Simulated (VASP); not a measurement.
# SnTe (I4/mmm) in VASP: a series of runs

Runs on SnTe. Level: PBE. Tasks: single point.

Everything below comes from runs of VASP 6.6.1. Logs are shortened: lines on timing, memory, paths and dates and some standing lists are left out, and cuts for length are marked.

**1. The cell of the first run**

Symmetry: I4/mmm, No. 139, tetragonal system. Conventional cell: a = 4.241 Å, b = 4.241 Å, c = 6.471 Å, α = 90.00°, β = 90.00°, γ = 90.00°. Within 3.9 Å of Sn (site symmetry 4/mmm) lie 6 Te at 3.00 to 3.24 Å. Within 3.9 Å of Te (site symmetry 4/mmm) lie 6 Sn at 3.00 to 3.24 Å.

**2. Single point, PBE (strain -0.050 along x and y, +0.025 along z)**

INCAR

```
SYSTEM = SnTe
  PREC = Accurate
  ENCUT = 520
  EDIFF = 1E-6
  ISMEAR = 0
  SIGMA = 0.03
  LREAL = .False.
  LASPH = .True.
  NELM = 80
  ALGO = Normal
  ISIF = 2
  LWAVE = .False.
  LCHARG = .False.
  GGA = PE
  NBANDS = 17
```

KPOINTS

```
regular mesh
0
Gamma
  10 10 10
  0 0 0
```

POSCAR

```
SnTe
1.0
    0.0000000000      2.9986750000      3.2354125000
    2.9986750000      0.0000000000      3.2354125000
    2.9986750000      2.9986750000      0.0000000000
Sn Te
1 1
Direct
    0.0000000000      0.0000000000      0.0000000000
    0.5000000000      0.5000000000      0.5000000000
```

Potentials or basis: VASP PAW PBE potentials, release 64 (Sn_d, Te).

Run with:

```console
> cat potpaw_PBE.64/Sn_d/POTCAR potpaw_PBE.64/Te/POTCAR > POTCAR
> mpirun -np 1 vasp_std > vasp.out
```

OUTCAR:

```text
SYSTEM = SnTe
   PREC = Accurate
   ENCUT = 520
   EDIFF = 1E-6
   ISMEAR = 0
   LREAL = .False.
   LASPH = .True.
   NELM = 80
   ISIF = 2
   GGA = PE

 ion  position               nearest neighbor table
   1  0.000  0.000  0.000-   2 3.00   2 3.00   2 3.00   2 3.00   2 3.24   2 3.24
   2  0.500  0.500  0.500-   1 3.00   1 3.00   1 3.00   1 3.00   1 3.24   1 3.24

  LATTYP: Found a body centered tetragonal cell.
 ALAT       =     4.2407668541
 C/A-ratio  =     1.5258620015

  Lattice vectors:

 A1 = (  -2.9986750000,   0.0000000000,   3.2354125000)
 A2 = (   2.9986750000,   0.0000000000,   3.2354125000)
 A3 = (   0.0000000000,   2.9986750000,  -3.2354125000)

Analysis of symmetry for initial positions (statically):
=====================================================================
 Subroutine PRICEL returns:
 Original cell was already a primitive cell.

 Routine SETGRP: Setting up the symmetry group for a
 body centered tetragonal supercell.

 Subroutine GETGRP returns: Found 16 space group operations
 (whereof 16 operations were pure point group operations)
 out of a pool of 16 trial point group operations.

The static configuration has the point symmetry D_4h.

Analysis of symmetry for dynamics (positions and initial velocities):
=====================================================================
 Subroutine PRICEL returns:
 Original cell was already a primitive cell.

 Routine SETGRP: Setting up the symmetry group for a
 body centered tetragonal supercell.

 Subroutine GETGRP returns: Found 16 space group operations
 (whereof 16 operations were pure point group operations)
 out of a pool of 16 trial point group operations.

The dynamic configuration has the point symmetry D_4h.

 Subroutine INISYM returns: Found 16 space group operations
 (whereof 16 operations are pure point group operations),
 and found     1 'primitive' translations

----------------------------------------------------------------------------------------

                                     Primitive cell

  volume of cell :      58.1860

  direct lattice vectors                    reciprocal lattice vectors
     0.000000000  2.998675000  3.235412500    -0.166740310  0.166740310  0.154539800
     2.998675000  0.000000000  3.235412500     0.166740310 -0.166740310  0.154539800
     2.998675000  2.998675000  0.000000000     0.166740310  0.166740310 -0.154539800

  length of vectors
     4.411342857  4.411342857  4.240766854     0.281934765  0.281934765  0.281934765

  position of ions in fractional coordinates (direct lattice)
     0.000000000  0.000000000  0.000000000
     0.500000000  0.500000000  0.500000000

  ion indices of the primitive-cell ions
   primitive index   ion index
[... 73 lines left out ...]
   NELM   =     80;   NELMIN=  2; NELMDL= -5     # of ELM steps
   EDIFF  = 0.1E-05   stopping-criterion for ELM
   LREAL  =      F    real-space projection
   EDIFFG = 0.1E-04   stopping-criterion for IOM
   NSW    =      0    number of steps for IOM
   IBRION =     -1    ionic relax: 0-MD 1-quasi-New 2-CG
   NFREE  =      0    steps in history (QN), initial steepest desc. (CG)
   ISIF   =      2    stress and relaxation
   ISYM   =      2    0-nonsym 1-usesym 2-fastsym
   POTIM  = 0.5000    time-step for ionic-motion
   TEBEG  =    0.0;   TEEND  =   0.0 temperature during run
   PSTRESS=    0.0 pullay stress
   NELECT =      20.0000    total number of electrons
   NUPDOWN=      -1.0000    fix difference up-down
   EMIN   =  10.00;   EMAX   =-10.00  energy-range for DOS
   EFERMI =   0.00;   METHOD = LEGACY
   ISMEAR =     0;   SIGMA  =   0.03  broadening in eV -4-tet -1-fermi 0-gaus
   EFERMI_NEDOS =   21; number of points for ismear=-14 and -15
   IALGO  =     38    algorithm
   IMIX   =      4    mixing-type and parameters
     AMIX     =   0.40;   BMIX     =  1.00
     AMIX_MAG =   1.60;   BMIX_MAG =  1.00
  volume/ion in A,a.u.               =      29.09       196.33
  Fermi-wavevector in a.u.,A,eV,Ry     =   1.146776  2.167093 17.892963  1.315096
  Thomas-Fermi vector in A             =   2.283459
   LORBIT       =      0    0 simple, 1 ext, 2 COOP (PROOUT), +10 PAW based schemes
   GGA     = PE    functional components
   LHFCALC =     F    Hartree Fock is set to
   AEXX    =    0.0000 exact exchange contribution
   IVDW    =     0    specifies the selected vdW correction
   LEPSILON=     F    determine dielectric tensor
   LRPA    =     F    only Hartree local field effects (RPA)
 non-spin polarized calculation
 Gauss-broadening in eV      SIGMA  =   0.03
  energy-cutoff  :      520.00
  volume of cell :       58.19
 maximum number of plane-waves:      1588
 NGX is ok and might be reduce to    36
   NGX = 17   NGY = 17   NGZ = 15

 number of electron      20.0000000 magnetization

 Free energy of the ion-electron system (eV)
  ---------------------------------------------------
  ext. energy  EPLUGINS =         0.00000000
  ---------------------------------------------------
  free energy    TOTEN  =        -7.31165871 eV

  energy without entropy =       -7.31150113  energy(sigma->0) =       -7.31157992

 E-fermi :   7.9619     XC(G=0):  -9.8167

 val. band max:        7.8740722665   @ k =  -0.4000   0.1000   0.2000
 cond. band min:       7.9634802391   @ k =  -0.3000   0.1000   0.0000
 fundamental gap:      0.0894079726
 Fermi energy:         7.9619370489

 k-point     1 :       0.0000    0.0000    0.0000
  band No.  band energies     occupation
      1     -14.0570      2.00000
      2     -14.0393      2.00000
      3     -14.0389      2.00000
      4     -14.0389      2.00000
      5     -14.0276      2.00000
      6      -5.5065      2.00000
[... 457 lines left out ...]
      4     -14.0293      2.00000
      5     -14.0292      2.00000
      6      -4.3618      2.00000
[... 9 lines left out ...]
     16      17.0246      0.00000
     17      17.4261      0.00000

 [... further k-points ...]
[... 5 lines left out ...]
  --------------------------------------------------------------------------------------
  -------------------------------------------------------------------------------------
  Total        4.0266044      4.0266044     -0.1701856      0.0000000     -0.0000000     -0.0000000
  in kB      110.8743517    110.8743517     -4.6861361      0.0000000     -0.0000000     -0.0000000
  external PRESSURE =      72.3541891 kB  Pullay stress =       0.0000000 kB

 VOLUME and BASIS-vectors are now :
 -----------------------------------------------------------------------------
  energy-cutoff  :      520.00
  volume of cell :       58.19
      direct lattice vectors                 reciprocal lattice vectors
     0.000000000  2.998675000  3.235412500    -0.166740310  0.166740310  0.154539800
     2.998675000  0.000000000  3.235412500     0.166740310 -0.166740310  0.154539800
     2.998675000  2.998675000  0.000000000     0.166740310  0.166740310 -0.154539800

 POSITION                                       TOTAL-FORCE (eV/Angst)
 -----------------------------------------------------------------------------------
      0.00000      0.00000      0.00000        -0.000000     -0.000000      0.000000
      2.99867      2.99867      3.23541         0.000000      0.000000      0.000000
 -----------------------------------------------------------------------------------
    total drift:                               -0.000000      0.000000      0.000000

  FREE ENERGIE OF THE ION-ELECTRON SYSTEM (eV)
  ---------------------------------------------------
  free  energy   TOTEN  =        -7.3116587124 eV

  energy  without entropy=       -7.3115011339  energy(sigma->0) =       -7.31157992
```

stdout:

```text
POSCAR found type information on POSCAR SnTe
 POSCAR found :  2 types and       2 ions
 scaLAPACK will be used
 LDA part: xc-table for (Slater+PW92), standard interpolation
 POSCAR, INCAR and KPOINTS ok, starting setup
 FFT: planning ... GRIDC
 FFT: planning ... GRID_SOFT
 FFT: planning ... GRID
 WAVECAR not read
 entering main loop
```

It took 45 s on 1 thread of Intel Xeon 6975P-C (Granite Rapids), shared host; peak memory 0.26 GiB.

What came out:

| Item | Value |
| --- | --- |
| Free energy | -7.3117 eV |
| Pressure | 7.2 GPa |
| Band gap on the k mesh | zero (band 10 reaches 8.09 eV, above the bottom of band 11 at 7.87 eV) |

Stress tensor (GPa, compression positive):
```
11.09  0.00  0.00
 0.00 11.09  0.00
 0.00  0.00 -0.47
```

Caveat: the cell differs from its parent crystal (strain -0.050 along x and y, +0.025 along z); spin-orbit coupling is left out, which moves the levels of the heavy elements.

**3. Single point, PBE (strain -0.050 along x and y, +0.050 along z)**

INCAR

```
SYSTEM = SnTe
  ALGO = Normal
  EDIFF = 1E-6
  ENCUT = 520
  GGA = PE
  ISIF = 2
  ISMEAR = 0
  LASPH = .TRUE.
  LCHARG = .FALSE.
  LREAL = .FALSE.
  LWAVE = .FALSE.
  NBANDS = 17
  NELM = 80
  PREC = Accurate
  SIGMA = 0.03
```

KPOINTS

```
k-points
0
G
  10 10 10
  0 0 0
```

POSCAR

```
SnTe
1.0
    0.0000000000      2.9986750000      3.3143250000
    2.9986750000      0.0000000000      3.3143250000
    2.9986750000      2.9986750000      0.0000000000
Sn Te
1 1
Direct
    0.0000000000      0.0000000000      0.0000000000
    0.5000000000      0.5000000000      0.5000000000
```

Potentials or basis: VASP PAW PBE potentials, release 64 (Sn_d, Te).

Run with:

```console
> cat potpaw_PBE.64/Sn_d/POTCAR potpaw_PBE.64/Te/POTCAR > POTCAR
> mpirun -np 1 vasp_std > vasp.out
```

OUTCAR:

```text
SYSTEM = SnTe
   EDIFF = 1E-6
   ENCUT = 520
   GGA = PE
   ISIF = 2
   ISMEAR = 0
   LASPH = .TRUE.
   LREAL = .FALSE.
   NELM = 80
   PREC = Accurate

 ion  position               nearest neighbor table
   1  0.000  0.000  0.000-   2 3.00   2 3.00   2 3.00   2 3.00   2 3.31   2 3.31
   2  0.500  0.500  0.500-   1 3.00   1 3.00   1 3.00   1 3.00   1 3.31   1 3.31

  LATTYP: Found a body centered tetragonal cell.
 ALAT       =     4.2407668541
 C/A-ratio  =     1.5630781479

  Lattice vectors:

 A1 = (  -2.9986750000,   0.0000000000,   3.3143250000)
[... 651 lines left out ...]
      5     -14.3274      2.00000
      6      -4.6336      2.00000
[... 9 lines left out ...]
     16      16.5963      0.00000
     17      17.0881      0.00000

 [... further k-points ...]
[... 5 lines left out ...]
  --------------------------------------------------------------------------------------
  -------------------------------------------------------------------------------------
  Total        3.9480447      3.9480447     -1.0174690      0.0000000     -0.0000000     -0.0000000
  in kB      106.1228132    106.1228132    -27.3494061      0.0000000     -0.0000000     -0.0000000
  external PRESSURE =      61.6320735 kB  Pullay stress =       0.0000000 kB

 VOLUME and BASIS-vectors are now :
 -----------------------------------------------------------------------------
  energy-cutoff  :      520.00
  volume of cell :       59.61
      direct lattice vectors                 reciprocal lattice vectors
     0.000000000  2.998675000  3.314325000    -0.166740310  0.166740310  0.150860281
     2.998675000  0.000000000  3.314325000     0.166740310 -0.166740310  0.150860281
     2.998675000  2.998675000  0.000000000     0.166740310  0.166740310 -0.150860281

 POSITION                                       TOTAL-FORCE (eV/Angst)
 -----------------------------------------------------------------------------------
      0.00000      0.00000      0.00000         0.000000     -0.000000      0.000000
      2.99867      2.99867      3.31433        -0.000000      0.000000     -0.000000
 -----------------------------------------------------------------------------------
    total drift:                               -0.000000      0.000000      0.000000

  FREE ENERGIE OF THE ION-ELECTRON SYSTEM (eV)
  ---------------------------------------------------
  free  energy   TOTEN  =        -7.2972782805 eV

  energy  without entropy=       -7.2970292805  energy(sigma->0) =       -7.29715378
```

OSZICAR:

```text
N       E                     dE             d eps       ncg     rms          rms(c)
DAV:   1     0.127076615226E+03    0.12708E+03   -0.96056E+03  3507   0.137E+03
DAV:   2     0.430526262630E+01   -0.12277E+03   -0.11959E+03  3714   0.341E+02
DAV:   3    -0.700946264082E+01   -0.11315E+02   -0.11227E+02  4315   0.897E+01
DAV:   4    -0.732931357149E+01   -0.31985E+00   -0.31961E+00  4159   0.157E+01
DAV:   5    -0.734191311183E+01   -0.12600E-01   -0.12599E-01  5015   0.303E+00    0.573E+00
DAV:   6    -0.729731333050E+01    0.44600E-01   -0.93661E-02  4631   0.212E+00    0.352E+00
DAV:   7    -0.729742101194E+01   -0.10768E-03   -0.48161E-02  4282   0.119E+00    0.657E-01
DAV:   8    -0.729713212101E+01    0.28889E-03   -0.72066E-03  4444   0.668E-01    0.195E-01
DAV:   9    -0.729727879039E+01   -0.14667E-03   -0.48192E-04  4537   0.205E-01    0.341E-02
DAV:  10    -0.729727453670E+01    0.42537E-05   -0.53539E-05  4535   0.672E-02    0.191E-02
DAV:  11    -0.729727806388E+01   -0.35272E-05   -0.20609E-05  4186   0.414E-02    0.155E-02
DAV:  12    -0.729727828049E+01   -0.21661E-06   -0.10898E-06  3127   0.120E-02
   1 F= -.72972783E+01 E0= -.72971538E+01  d E =-.249000E-03
```

Wall time 48 s (1 thread of Intel Xeon 6975P-C (Granite Rapids), shared host); peak memory 0.27 GiB.

What came out:

```
Free energy            : -7.2973 eV
Pressure               : 6.2 GPa
Band gap on the k mesh : zero (band 10 reaches 7.82 eV, above the bottom of band 11 at 7.50 eV)
```

Caveat: the cell differs from its parent crystal (strain -0.050 along x and y, +0.050 along z); spin-orbit coupling is left out, which moves the levels of the heavy elements.

**4. Single point, PBE (strain +0.000 along x and y, -0.050 along z)**

INCAR

```
SYSTEM = SnTe
PREC     = Accurate       ! precision mode
ENCUT    = 520            ! plane-wave cutoff, eV
EDIFF    = 1E-6           ! SCF threshold, eV
ISMEAR   = 0              ! smearing method
SIGMA    = 0.03           ! smearing width, eV
LREAL    = .False.        ! projectors in reciprocal space
LASPH    = .True.         ! aspherical terms in the spheres
NELM     = 80             ! most SCF steps
ALGO     = Normal         ! electronic algorithm
ISIF     = 2              ! what is computed and relaxed
LWAVE    = .False.        ! write WAVECAR
LCHARG   = .False.        ! write CHGCAR
GGA      = PE             ! functional
NBANDS   = 17             ! bands
```

KPOINTS

```
regular mesh
0
Gamma
  10 10 10
  0 0 0
```

POSCAR

```
SnTe
1.0
    0.0000000000      3.1565000000      2.9986750000
    3.1565000000      0.0000000000      2.9986750000
    3.1565000000      3.1565000000      0.0000000000
Sn Te
1 1
Direct
    0.0000000000      0.0000000000      0.0000000000
    0.5000000000      0.5000000000      0.5000000000
```

Run with:

```console
> cat potpaw_PBE.64/Sn_d/POTCAR potpaw_PBE.64/Te/POTCAR > POTCAR
> mpirun -np 1 vasp_std > vasp.out
```

Run time: 45 s. Hardware: 1 thread of Intel Xeon 6975P-C (Granite Rapids), shared host; peak memory 0.26 GiB.

The run converged. Its results:

```
Free energy            : -7.4240 eV
Pressure               : 5.2 GPa
Band gap on the k mesh : 0.27 eV, indirect (least direct gap 0.29 eV)
```

Stress tensor (GPa, compression positive):
```
 2.17  0.00  0.00
 0.00  2.17  0.00
 0.00  0.00 11.35
```

Levels at points of the mesh, in eV from the valence-band top:
| k point | band 7 | band 8 | band 9 | band 10 | band 11 | band 12 | band 13 | band 14 |
| --- | --- | --- | --- | --- | --- | --- | --- | --- |
| (0.00, 0.00, 0.00) | -4.36 | -2.57 | -1.98 | -1.98 | 3.11 | 3.11 | 4.48 | 4.65 |
| (0.50, 0.00, 0.00) | -8.52 | -1.90 | -1.78 | -0.02 | 0.27 | 0.39 | 0.63 | 7.97 |
| (0.50, 0.50, 0.00) | -6.62 | -5.89 | -3.98 | -3.98 | 1.99 | 5.12 | 5.12 | 7.42 |
| (0.50, 0.00, 0.50) | -6.27 | -5.79 | -4.14 | -3.52 | 2.15 | 4.62 | 6.09 | 6.58 |

Caveat: the cell differs from its parent crystal (strain +0.000 along x and y, -0.050 along z); spin-orbit coupling is left out, which moves the levels of the heavy elements.

**5. The runs side by side**

| cell | gap on the mesh (eV) | pressure (GPa) |
| --- | --- | --- |
| a = 4.411, b = 4.411, c = 4.241 Å, angles 61.3, 61.3, 57.5°, 2 atoms | none | 7.2 |
| a = 4.470, b = 4.470, c = 4.241 Å, angles 61.7, 61.7, 56.6°, 2 atoms | none | 6.2 |
| a = 4.354, b = 4.354, c = 4.464 Å, angles 59.2, 59.2, 61.7°, 2 atoms | 0.27 | 5.2 |

Alike in all rows: task single point; level PBE; potentials or basis VASP PAW PBE potentials, release 64 (Sn_d, Te); no spin polarisation; k mesh 10 × 10 × 10; cutoff (eV) 520; smearing gaussian 0.03 eV.

Caveats: spin-orbit coupling is left out, which moves the levels of the heavy elements.

Total energies depend on the potentials used, so only differences within one code and one set of settings carry meaning.
